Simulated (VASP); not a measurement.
Crystal: YAl2N3.

```xyz
6
Lattice="3.5598 0.0000 0.0000 -1.7799 3.0828 0.0000 0.0000 0.0000 8.9295" Properties=species:S:1:pos:R:3 pbc="T T T"
Y     0.0000    0.0000    0.0000
Al    0.0000    2.0552    4.7438
Al    1.7799    1.0276    4.1857
N     1.7799    0.0000    0.0000
N    -0.8899    1.5414    0.0000
N     0.8899    1.5414    0.0000
```

| Quantity | Value |
| --- | --- |
| Program | VASP 6.6.1 |
| Task | relaxation of cell and atoms |
| Functional | PBE |
| Potentials or basis | VASP PAW PBE potentials, release 64 (Y_sv, Al, N) |
| Cutoff | 600 eV |
| k mesh | 6 × 6 × 2 |
| Occupations | gaussian, width 0.1 eV |
| Spin | no spin polarisation |

At the start: pressure 89.8 GPa; volume 16.33 Å³/atom.

Where does the relaxation end?

Over 35 steps the energy falls by 4367.3 meV/atom and the volume is 10.55 Å³/atom (-35.4 %); space group P6/mmm (No. 191, to 0.05 Å).

Step by step:
```csv
step,energy change (eV),largest force (eV/Å),pressure (GPa),volume (Å³)
1,0.0000,3.8298,89.83,97.99
2,-3.9735,0.2977,-15.96,271.75
3,-16.0233,0.5351,-5.02,164.40
4,-16.1825,0.4700,-2.83,159.03
5,-16.2276,0.3927,-0.60,154.36
6,-16.2249,0.4155,-1.23,155.62
7,-16.2761,0.3798,-1.33,153.43
8,-16.4442,0.2469,-1.72,146.80
9,-16.9433,0.0390,-2.98,133.21
10,-18.9235,0.1026,-6.58,104.72
11,-14.3706,5.4318,195.47,42.34
12,-20.4429,1.6127,-8.02,97.39
13,-23.5137,0.9526,-1.08,73.80
14,-25.1991,0.5542,22.59,58.29
15,-23.4239,0.8291,76.01,50.37
16,-25.2567,0.8024,32.33,56.14
17,-25.2649,0.7919,32.71,56.05
18,-25.2820,0.7554,33.88,55.81
19,-25.2813,0.6588,36.56,55.31
20,-25.2876,0.7100,35.22,55.55
21,-25.3058,0.7021,34.80,55.62
22,-25.3591,0.6789,33.56,55.83
23,-25.4604,0.6339,31.13,56.26
24,-25.6419,0.5503,26.47,57.12
25,-25.9240,0.4078,17.83,58.87
26,-26.1888,0.1974,3.07,62.45
27,-26.1988,0.1612,0.23,63.27
28,-26.1988,0.1546,-0.31,63.44
29,-26.1991,0.1506,-0.32,63.43
30,-26.1999,0.1386,-0.34,63.43
31,-26.2012,0.1147,-0.22,63.43
32,-26.2029,0.0675,-0.42,63.43
33,-26.2022,0.0247,-0.44,63.43
34,-26.2033,0.0331,-0.44,63.43
35,-26.2041,0.0149,0.06,63.28
```

Final structure:
```
Y Al N
1.0
     4.99291    0.00000    0.00000
    -2.49646    4.32399    0.00000
     0.00000    0.00000    2.93130
Y Al N
1 2 3
Cartesian
  4.9929 0.0000 0.0000
  0.0000 2.8827 1.4688
  2.4965 1.4413 1.4625
  2.4965 0.0000 0.0000
  3.7447 2.1620 0.0000
  1.2482 2.1620 0.0000
```

Caveat: the volume moved by over 15 % at a fixed basis, so the end points are rough.
